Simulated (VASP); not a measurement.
# Ag (Cmcm) in VASP: single point with RPBE+D4

Aim: the single point of Ag with RPBE+D4.

Program: VASP 6.6.1. These are calculated values, not measurements. Logs are shortened: lines on timing, memory, paths and dates and some standing lists are left out, and cuts for length are marked.

## 1. The cell of the first run

It takes space group Cmcm (No. 63, orthorhombic). The conventional cell has a = 3.225 Å, b = 4.561 Å, c = 4.561 Å, α = 90.00°, β = 90.00°, γ = 90.00°. Within 3.6 Å of Ag (site symmetry m2m) lie 12 Ag at 2.72 to 3.23 Å.

## 2. Single point, RPBE+D4

The input, INCAR:

```
SYSTEM = Ag
ALGO = Normal
EDIFF = 1E-6
ENCUT = 500
GGA = RP
GGA_COMPAT = .False.
ISIF = 2
ISMEAR = 0
IVDW = 13
LASPH = .True.
LCHARG = .False.
LREAL = .False.
LWAVE = .False.
NBANDS = 18
NELM = 120
PREC = Accurate
SIGMA = 0.15
```

The input, KPOINTS:

```
k-points
0
Gamma
  22 22 14
  0 0 0
```

The input, POSCAR:

```
Ag
1.0
   -1.6125573273      1.6125573273      1.6125573273
    1.6125573273     -1.6125573273      1.6125573273
    3.2251146547      3.2251146547      0.0000000000
Ag
2
Direct
   -0.0877000488      0.0877000488      0.0000000000
    0.5877000488      0.4122999512      0.5000000000
```

Potentials or basis: VASP PAW PBE potentials, release 64 (Ag).

The run is started by

```sh
$ cat potpaw_PBE.64/Ag/POTCAR > POTCAR
$ mpirun -np 1 vasp_std > vasp.out
```

OUTCAR:

```text
SYSTEM = Ag
   EDIFF = 1E-6
   ENCUT = 500
   GGA = RP
   ISIF = 2
   ISMEAR = 0
   IVDW = 13
   LASPH = .True.
   LREAL = .False.
   NELM = 120
   PREC = Accurate

 ion  position               nearest neighbor table
   1  0.912  0.088  0.000-   2 2.72   2 2.72   2 2.91   2 2.91   2 2.91   2 2.91
   2  0.588  0.412  0.500-   1 2.72   1 2.72   1 2.91   1 2.91   1 2.91   1 2.91

  LATTYP: Found a base centered orthorhombic cell.
 ALAT       =     3.2251146546
 B/A-ratio  =     1.4142135624
 C/A-ratio  =     1.4142135624

  Lattice vectors:

 A1 = (  -1.6125573273,   1.6125573273,   1.6125573273)
 A2 = (   1.6125573273,  -1.6125573273,   1.6125573273)
 A3 = (   3.2251146547,   3.2251146547,   0.0000000000)

Analysis of symmetry for initial positions (statically):
=====================================================================
 Subroutine PRICEL returns:
 Original cell was already a primitive cell.

 Routine SETGRP: Setting up the symmetry group for a
 base centered orthorhombic supercell.

 Subroutine GETGRP returns: Found  8 space group operations
 (whereof  4 operations were pure point group operations)
 out of a pool of  8 trial point group operations.

The static configuration has the point symmetry C_2v.
 The point group associated with its full space group is D_2h.

Analysis of symmetry for dynamics (positions and initial velocities):
=====================================================================
 Subroutine PRICEL returns:
 Original cell was already a primitive cell.

 Routine SETGRP: Setting up the symmetry group for a
 base centered orthorhombic supercell.

 Subroutine GETGRP returns: Found  8 space group operations
 (whereof  4 operations were pure point group operations)
 out of a pool of  8 trial point group operations.

The dynamic configuration has the point symmetry C_2v.
 The point group associated with its full space group is D_2h.

 Subroutine INISYM returns: Found  8 space group operations
 (whereof  4 operations are pure point group operations),
 and found     1 'primitive' translations

----------------------------------------------------------------------------------------

                                     Primitive cell

  volume of cell :      33.5456

  direct lattice vectors                    reciprocal lattice vectors
    -1.612557327  1.612557327  1.612557327    -0.155033248  0.155033248  0.310066496
     1.612557327 -1.612557327  1.612557327     0.155033248 -0.155033248  0.310066496
     3.225114655  3.225114655  0.000000000     0.155033248  0.155033248  0.000000000

  length of vectors
     2.793031221  2.793031221  4.561000885     0.379752351  0.379752351  0.219250122

[... 81 lines left out ...]
   LREAL  =      F    real-space projection
   EDIFFG = 0.1E-04   stopping-criterion for IOM
   NSW    =      0    number of steps for IOM
   IBRION =     -1    ionic relax: 0-MD 1-quasi-New 2-CG
   NFREE  =      0    steps in history (QN), initial steepest desc. (CG)
   ISIF   =      2    stress and relaxation
   ISYM   =      2    0-nonsym 1-usesym 2-fastsym
   POTIM  = 0.5000    time-step for ionic-motion
   TEBEG  =    0.0;   TEEND  =   0.0 temperature during run
   PSTRESS=    0.0 pullay stress
   NELECT =      22.0000    total number of electrons
   NUPDOWN=      -1.0000    fix difference up-down
   EMIN   =  10.00;   EMAX   =-10.00  energy-range for DOS
   EFERMI =   0.00;   METHOD = LEGACY
   ISMEAR =     0;   SIGMA  =   0.15  broadening in eV -4-tet -1-fermi 0-gaus
   EFERMI_NEDOS =   21; number of points for ismear=-14 and -15
   IALGO  =     38    algorithm
   IMIX   =      4    mixing-type and parameters
     AMIX     =   0.40;   BMIX     =  1.00
     AMIX_MAG =   1.60;   BMIX_MAG =  1.00
  volume/ion in A,a.u.               =      16.77       113.19
  Fermi-wavevector in a.u.,A,eV,Ry     =   1.422342  2.687836 27.525341  2.023056
  Thomas-Fermi vector in A             =   2.543056
   LORBIT       =      0    0 simple, 1 ext, 2 COOP (PROOUT), +10 PAW based schemes
   GGA     = RP    functional components
   LHFCALC =     F    Hartree Fock is set to
   AEXX    =    0.0000 exact exchange contribution
   IVDW    =    13    specifies the selected vdW correction
   LEPSILON=     F    determine dielectric tensor
   LRPA    =     F    only Hartree local field effects (RPA)
 non-spin polarized calculation
 Gauss-broadening in eV      SIGMA  =   0.15
  energy-cutoff  :      500.00
  volume of cell :       33.55
 maximum number of plane-waves:       872
   NGX = 11   NGY = 11   NGZ = 17

 number of electron      21.9999990 magnetization

 Free energy of the ion-electron system (eV)
  ---------------------------------------------------
  ext. energy  EPLUGINS =         0.00000000
  ---------------------------------------------------
  free energy    TOTEN  =        -4.12455658 eV

  energy without entropy =       -4.11870136  energy(sigma->0) =       -4.12162897

 E-fermi :   8.8492     XC(G=0): -12.1640

 val. band max:        8.8486361436   @ k =  -0.4091   0.3182   0.5000
 cond. band min:       8.8515619838   @ k =   0.5000   0.1364   0.2857
 fundamental gap:      0.0029258402
 Fermi energy:         8.8492416395

 k-point     1 :       0.0000    0.0000    0.0000
  band No.  band energies     occupation
      1       0.9477      2.00000
      2       2.2855      2.00000
      3       3.1627      2.00000
      4       3.5170      2.00000
      5       3.9921      2.00000
      6       4.4677      2.00000
[... 481 lines left out ...]
      5       4.1465      2.00000
      6       4.5683      2.00000
[... 10 lines left out ...]
     17      21.2085      0.00000
     18      26.1884      0.00000

 [... further k-points ...]

------------------------ aborting loop because EDIFF is reached ----------------------------------------

  DFT-D4 for vdW energy calculation

  Edisp (eV):   -2.27407

  FORCE on cell =-STRESS in cart. coord.  units (eV):
  Direction    XX          YY          ZZ          XY          YZ          ZX
  --------------------------------------------------------------------------------------
  -------------------------------------------------------------------------------------
  Total       1.38752     1.38752    -0.50824    -0.08572     0.00000    -0.00000
  in kB      66.26972    66.26972   -24.27416    -4.09398     0.00000    -0.00000
  external pressure =       36.09 kB  Pullay stress =        0.00 kB

 VOLUME and BASIS-vectors are now :
 -----------------------------------------------------------------------------
  energy-cutoff  :      500.00
  volume of cell :       33.55
      direct lattice vectors                 reciprocal lattice vectors
    -1.612557327  1.612557327  1.612557327    -0.155033248  0.155033248  0.310066496
     1.612557327 -1.612557327  1.612557327     0.155033248 -0.155033248  0.310066496
     3.225114655  3.225114655  0.000000000     0.155033248  0.155033248  0.000000000

 POSITION                                       TOTAL-FORCE (eV/Angst)
 -----------------------------------------------------------------------------------
     -1.32971      1.32971      1.61256        -0.350641      0.350641      0.000000
      1.32971      1.89540      1.61256         0.350641     -0.350641      0.000000
 -----------------------------------------------------------------------------------
    total drift:                                0.000000      0.000000     -0.000000

  FREE ENERGIE OF THE ION-ELECTRON SYSTEM (eV)
  ---------------------------------------------------
  free  energy   TOTEN  =        -6.3986282952 eV

  energy  without entropy=       -6.3927730761  energy(sigma->0) =       -6.39570069
```

stdout:

```text
POSCAR found type information on POSCAR Ag
 POSCAR found :  1 types and       2 ions
 scaLAPACK will be used
 -----------------------------------------------------------------------------
|                                                                             |
|                                                                             |
|     You enforced a specific xc type in the INCAR file but a different       |
|     I HOPE YOU KNOW WHAT YOU ARE DOING!                                     |
|                                                                             |
 -----------------------------------------------------------------------------

 LDA part: xc-table for (Slater+PW92), standard interpolation
 POSCAR, INCAR and KPOINTS ok, starting setup
 FFT: planning ... GRIDC
 FFT: planning ... GRID_SOFT
 FFT: planning ... GRID
 WAVECAR not read
 entering main loop
```

It took 4.2 min on 1 thread of Oxide Virtual Turin-like, shared host; peak memory 0.52 GiB.

What came out:

```yaml
Free_energy: -6.3986 eV
Pressure: 3.6 GPa
Largest_force: 0.496 eV/Å
Band_gap_on_the_k_mesh: zero (bands 11 and 12 overlap by 7.14 eV)
Dispersion_energy_per_atom: -1.137 eV
```

Forces on the atoms (eV/Å):
```
Ag  -0.351  0.351  0.000
Ag   0.351 -0.351  0.000
```

Caveat: the stress differs along the axes, from -2 to 7 GPa; the dispersion term is far too large for a dense solid, which distorts pressure and volume; the PAW data sets were made with another functional, which shifts forces and pressure a little.
